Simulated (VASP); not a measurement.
# MnSi (P2_13) in VASP: electric field gradients with LDA

Aim: the electric field gradients of MnSi with LDA.

Everything below comes from runs of VASP 6.6.1. Logs are shortened: lines on timing, memory, paths and dates and some standing lists are left out, and cuts for length are marked.

### Step 1. The cell of the first run

The structure is cubic, space group P2_13 (No. 198). The conventional cell has a = 4.548 Å, b = 4.548 Å, c = 4.548 Å, α = 90.00°, β = 90.00°, γ = 90.00°. Mn (site symmetry 3) has 7 Si at 2.30 to 2.53 Å and 6 Mn at 2.79 Å within 3.0 Å. Si (site symmetry 3) has 7 Mn at 2.30 to 2.53 Å and 6 Si at 2.81 Å within 3.0 Å.

### Step 2. Electric field gradients, LDA, collinear spin, ferromagnetic start

File INCAR:

```
SYSTEM = MnSi
PREC = Accurate ; ENCUT = 520
EDIFF = 1E-8 ; ISMEAR = -1
SIGMA = 0.05 ; LREAL = .FALSE.
LASPH = .TRUE. ; NELM = 150
ALGO = Normal ; ISIF = 2
LWAVE = .FALSE. ; LCHARG = .FALSE.
ISPIN = 2 ; MAGMOM = 3.5 3.5 3.5 3.5 0 0 0 0
LORBIT = 11 ; LMAXMIX = 4
LEFG = .TRUE. ; NBANDS = 48
```

File KPOINTS:

```
Automatic mesh
0
G
  7 7 7
  0 0 0
```

File POSCAR:

```
MnSi
1.0
    4.5480000000      0.0000000000      0.0000000000
    0.0000000000      4.5480000000      0.0000000000
    0.0000000000      0.0000000000      4.5480000000
Mn Si
4 4
Direct
    0.1380000000      0.1380000000      0.1380000000
    0.3620000000      0.8620000000      0.6380000000
    0.6380000000      0.3620000000      0.8620000000
    0.8620000000      0.6380000000      0.3620000000
    0.8460000000      0.8460000000      0.8460000000
    0.6540000000      0.1540000000      0.3460000000
    0.3460000000      0.6540000000      0.1540000000
    0.1540000000      0.3460000000      0.6540000000
```

Potentials or basis: VASP PAW LDA potentials, release 64 (Mn_pv, Si).

The run is started by

```
cat potpaw_LDA.64/Mn_pv/POTCAR potpaw_LDA.64/Si/POTCAR > POTCAR
mpirun -np 1 vasp_std > vasp.out
```

OUTCAR:

```text
SYSTEM = MnSi
   PREC = Accurate
   ENCUT = 520
   EDIFF = 1E-8
   ISMEAR = -1
   LREAL = .FALSE.
   LASPH = .TRUE.
   NELM = 150
   ISIF = 2
   ISPIN = 2
   LORBIT = 11

 ion  position               nearest neighbor table
   1  0.138  0.138  0.138-   5 2.30   6 2.40   7 2.40   8 2.40   7 2.53   8 2.53   6 2.53   3 2.79
                             4 2.79   2 2.79   2 2.79   4 2.79   3 2.79
   2  0.362  0.862  0.638-   6 2.30   5 2.40   7 2.40   8 2.40   7 2.53   8 2.53   5 2.53   1 2.79
                             1 2.79   3 2.79   3 2.79   4 2.79   4 2.79
   3  0.638  0.362  0.862-   7 2.30   6 2.40   5 2.40   8 2.40   8 2.53   6 2.53   5 2.53   1 2.79
                             4 2.79   2 2.79   2 2.79   4 2.79   1 2.79
   4  0.862  0.638  0.362-   8 2.30   6 2.40   7 2.40   5 2.40   6 2.53   5 2.53   7 2.53   1 2.79
                             3 2.79   2 2.79   1 2.79   2 2.79   3 2.79
   5  0.846  0.846  0.846-   1 2.30   2 2.40   3 2.40   4 2.40   3 2.53   4 2.53   2 2.53   6 2.81
                             7 2.81   8 2.81   6 2.81   8 2.81   7 2.81
   6  0.654  0.154  0.346-   2 2.30   1 2.40   3 2.40   4 2.40   3 2.53   4 2.53   1 2.53   8 2.81
                             5 2.81   5 2.81   7 2.81   7 2.81   8 2.81
   7  0.346  0.654  0.154-   3 2.30   2 2.40   1 2.40   4 2.40   4 2.53   2 2.53   1 2.53   8 2.81
                             5 2.81   8 2.81   6 2.81   6 2.81   5 2.81
   8  0.154  0.346  0.654-   4 2.30   2 2.40   3 2.40   1 2.40   2 2.53   1 2.53   3 2.53   7 2.81
                             5 2.81   7 2.81   5 2.81   6 2.81   6 2.81

  LATTYP: Found a simple cubic cell.
 ALAT       =     4.5480000000

  Lattice vectors:

 A1 = (   4.5480000000,   0.0000000000,   0.0000000000)
 A2 = (   0.0000000000,   4.5480000000,   0.0000000000)
 A3 = (   0.0000000000,   0.0000000000,   4.5480000000)

Analysis of symmetry for initial positions (statically):
=====================================================================
 Subroutine PRICEL returns:
 Original cell was already a primitive cell.

 Routine SETGRP: Setting up the symmetry group for a
 simple cubic supercell.

 Subroutine GETGRP returns: Found 12 space group operations
 (whereof  3 operations were pure point group operations)
 out of a pool of 48 trial point group operations.

The static configuration has the point symmetry C_3 .
 The point group associated with its full space group is T   .

Analysis of symmetry for dynamics (positions and initial velocities):
=====================================================================
 Subroutine PRICEL returns:
 Original cell was already a primitive cell.

 Routine SETGRP: Setting up the symmetry group for a
 simple cubic supercell.

 Subroutine GETGRP returns: Found 12 space group operations
 (whereof  3 operations were pure point group operations)
 out of a pool of 48 trial point group operations.

The dynamic configuration has the point symmetry C_3 .
 The point group associated with its full space group is T   .

Analysis of structural, dynamic, and magnetic symmetry:
=====================================================================
 Subroutine PRICEL returns:
 Original cell was already a primitive cell.

 Routine SETGRP: Setting up the symmetry group for a
 simple cubic supercell.

 Subroutine GETGRP returns: Found 12 space group operations
 (whereof  3 operations were pure point group operations)
 out of a pool of 48 trial point group operations.

The overall configuration has the point symmetry C_3 .
 The point group associated with its full space group is T   .

 Subroutine INISYM returns: Found 12 space group operations
 (whereof  3 operations are pure point group operations),
 and found     1 'primitive' translations

----------------------------------------------------------------------------------------

                                     Primitive cell

  volume of cell :      94.0722

  direct lattice vectors                    reciprocal lattice vectors
     4.548000000  0.000000000  0.000000000     0.219876869  0.000000000  0.000000000
     0.000000000  4.548000000  0.000000000     0.000000000  0.219876869  0.000000000
     0.000000000  0.000000000  4.548000000     0.000000000  0.000000000  0.219876869

  length of vectors
     4.548000000  4.548000000  4.548000000     0.219876869  0.219876869  0.219876869

  position of ions in fractional coordinates (direct lattice)
     0.138000000  0.138000000  0.138000000
[... 144 lines left out ...]
 Fermi energy:        10.7055424811

 spin component 1

 k-point     1 :       0.0000    0.0000    0.0000
  band No.  band energies     occupation
      1     -37.0894      1.00000
      2     -37.0894      1.00000
      3     -37.0894      1.00000
      4     -37.0261      1.00000
      5     -37.0261      1.00000
      6     -37.0261      1.00000
[... 1165 lines left out ...]
     45      16.4612      0.00000
     46      16.5580      0.00000
 Fermi energy:        10.7055424811

 spin component 2

 k-point     1 :       0.0000    0.0000    0.0000
  band No.  band energies     occupation
      1     -36.3223      1.00000
      2     -36.3223      1.00000
      3     -36.3223      1.00000
      4     -36.2386      1.00000
      5     -36.1662      1.00000
      6     -36.1662      1.00000
[... 1165 lines left out ...]
     45      16.6639      0.00000
     46      16.7226      0.00000
 [bands above 46 left out]

------------------------ aborting loop because EDIFF is reached ----------------------------------------

  FORCE on cell =-STRESS in cart. coord.  units (eV):
  Direction    XX          YY          ZZ          XY          YZ          ZX
  --------------------------------------------------------------------------------------
  -------------------------------------------------------------------------------------
  Total       -9.5166330     -9.5166330     -9.5166330     -0.0000000      0.0000000      0.0000000
  in kB     -162.0811598   -162.0811598   -162.0811598     -0.0000000      0.0000000      0.0000000
  external PRESSURE =    -162.0811598 kB  Pullay stress =       0.0000000 kB

 VOLUME and BASIS-vectors are now :
 -----------------------------------------------------------------------------
  energy-cutoff  :      520.00
  volume of cell :       94.07
      direct lattice vectors                 reciprocal lattice vectors
     4.548000000  0.000000000  0.000000000     0.219876869  0.000000000  0.000000000
     0.000000000  4.548000000  0.000000000     0.000000000  0.219876869  0.000000000
     0.000000000  0.000000000  4.548000000     0.000000000  0.000000000  0.219876869

 POSITION                                       TOTAL-FORCE (eV/Angst)
 -----------------------------------------------------------------------------------
      0.62762      0.62762      0.62762        -0.195725     -0.195725     -0.195725
      1.64638      3.92038      2.90162         0.195725      0.195725     -0.195725
      2.90162      1.64638      3.92038        -0.195725      0.195725      0.195725
      3.92038      2.90162      1.64638         0.195725     -0.195725      0.195725
      3.84761      3.84761      3.84761        -0.078806     -0.078806     -0.078806
      2.97439      0.70039      1.57361         0.078806      0.078806     -0.078806
      1.57361      2.97439      0.70039        -0.078806      0.078806      0.078806
      0.70039      1.57361      2.97439         0.078806     -0.078806      0.078806
 -----------------------------------------------------------------------------------
    total drift:                               -0.000000      0.000000      0.000000

  FREE ENERGIE OF THE ION-ELECTRON SYSTEM (eV)
  ---------------------------------------------------
  free  energy   TOTEN  =       -68.4026226743 eV

  energy  without entropy=      -68.3431673722  energy(sigma->0) =      -68.37289502

 Electric field gradients (V/A^2)
---------------------------------------------------------------------
 ion       V_xx      V_yy      V_zz      V_xy      V_xz      V_yz
---------------------------------------------------------------------
   1       0.000    -0.000     0.000    -1.329    -1.329    -1.329
   2       0.000     0.000     0.000    -1.329     1.329     1.329
   3       0.000    -0.000     0.000     1.329     1.329    -1.329
   4       0.000    -0.000     0.000     1.329    -1.329     1.329
   5       0.000     0.000    -0.000   -17.379   -17.379   -17.379
   6       0.000    -0.000    -0.000   -17.379    17.379    17.379
   7       0.000    -0.000    -0.000    17.379    17.379   -17.379
   8      -0.000     0.000    -0.000    17.379   -17.379    17.379
---------------------------------------------------------------------

 Electric field gradients after diagonalization (V/A^2)
 (convention: |V_zz| > |V_xx| > |V_yy|)
----------------------------------------------------------------------
 ion       V_xx      V_yy      V_zz     asymmetry (V_yy - V_xx)/ V_zz
----------------------------------------------------------------------
   1       1.329     1.329    -2.659       0.000
   2       1.329     1.329    -2.659       0.000
   3       1.329     1.329    -2.659       0.000
   4       1.329     1.329    -2.659       0.000
   5      17.379    17.379   -34.758       0.000
   6      17.379    17.379   -34.758       0.000
   7      17.379    17.379   -34.758       0.000
   8      17.379    17.379   -34.758       0.000
----------------------------------------------------------------------

           NMR quadrupolar parameters

 Cq : quadrupolar parameter    Cq=e*Q*V_zz/h
 eta: asymmetry parameters     (V_yy - V_xx)/ V_zz
 Q  : nuclear electric quadrupole moment in mb (millibarn)
----------------------------------------------------------------------
 ion       Cq(MHz)       eta       Q (mb)
----------------------------------------------------------------------
   1      -0.006       0.000       1.000
   2      -0.006       0.000       1.000
   3      -0.006       0.000       1.000
   4      -0.006       0.000       1.000
   5      -0.084       0.000       1.000
   6      -0.084       0.000       1.000
   7      -0.084       0.000       1.000
   8      -0.084       0.000       1.000
----------------------------------------------------------------------

 total charge

# of ion       s       p       d       tot
------------------------------------------
    1        0.329   6.369   5.301  11.999
    2        0.329   6.369   5.301  11.999
    3        0.329   6.369   5.301  11.999
    4        0.329   6.369   5.301  11.999
    5        0.749   0.896   0.000   1.645
    6        0.749   0.896   0.000   1.645
    7        0.749   0.896   0.000   1.645
    8        0.749   0.896   0.000   1.645
--------------------------------------------------
tot          4.309  29.061  21.206  54.576

 magnetization (x)

# of ion       s       p       d       tot
------------------------------------------
    1       -0.000   0.003   0.857   0.860
    2       -0.000   0.003   0.857   0.860
    3       -0.000   0.003   0.857   0.860
    4       -0.000   0.003   0.857   0.860
    5       -0.009  -0.025   0.000  -0.033
    6       -0.009  -0.025   0.000  -0.033
    7       -0.009  -0.025   0.000  -0.033
    8       -0.009  -0.025   0.000  -0.033
--------------------------------------------------
tot         -0.036  -0.086   3.427   3.306
```

It took 2.6 min on 1 thread of Intel Xeon Platinum 8488C (Sapphire Rapids), shared host; peak memory 0.27 GiB.

What came out:

- Free energy: -68.4026 eV
- Pressure: -16.2 GPa
- Largest force: 0.339 eV/Å
- Net moment: 3.31 μB per cell
- Site moments: Mn +0.86; Si -0.03 μB
- Valence electrons inside the program's atomic spheres: Mn 12.00; Si 1.65

Forces in eV/Å, atoms in the order of the input:
```
Mn  -0.196 -0.196 -0.196
Mn   0.196  0.196 -0.196
Mn  -0.196  0.196  0.196
Mn   0.196 -0.196  0.196
Si  -0.079 -0.079 -0.079
Si   0.079  0.079 -0.079
Si  -0.079  0.079  0.079
Si   0.079 -0.079  0.079
```

Levels at points of the mesh, in eV from the Fermi level:
Spin up:
```csv
k point,band 34,band 35,band 36,band 37,band 38,band 39
"(0.00, 0.00, 0.00)",-0.18,-0.10,-0.10,0.83,0.83,0.83
```
Spin down:
```
           k point  band 28  band 29  band 30  band 31  band 32  band 33  band 34  band 35  band 36  band 37
(0.00, 0.00, 0.00)    -1.82    -1.36    -1.36    -1.36     0.53     0.53     0.53     0.80     0.80     1.44
```

Electric field gradients, principal values (V/Å²):
| atom | least | middle | greatest (by size) |
| --- | --- | --- | --- |
| 1 Mn | 1.329 | 1.329 | -2.659 |
| 2 Mn | 1.329 | 1.329 | -2.659 |
| 3 Mn | 1.329 | 1.329 | -2.659 |
| 4 Mn | 1.329 | 1.329 | -2.659 |
| 5 Si | 17.379 | 17.379 | -34.758 |
| 6 Si | 17.379 | 17.379 | -34.758 |
| 7 Si | 17.379 | 17.379 | -34.758 |
| 8 Si | 17.379 | 17.379 | -34.758 |

Caveat: without QUAD_EFG the Cq values of the log hold for a quadrupole moment of 1 mb, not for the nuclei.
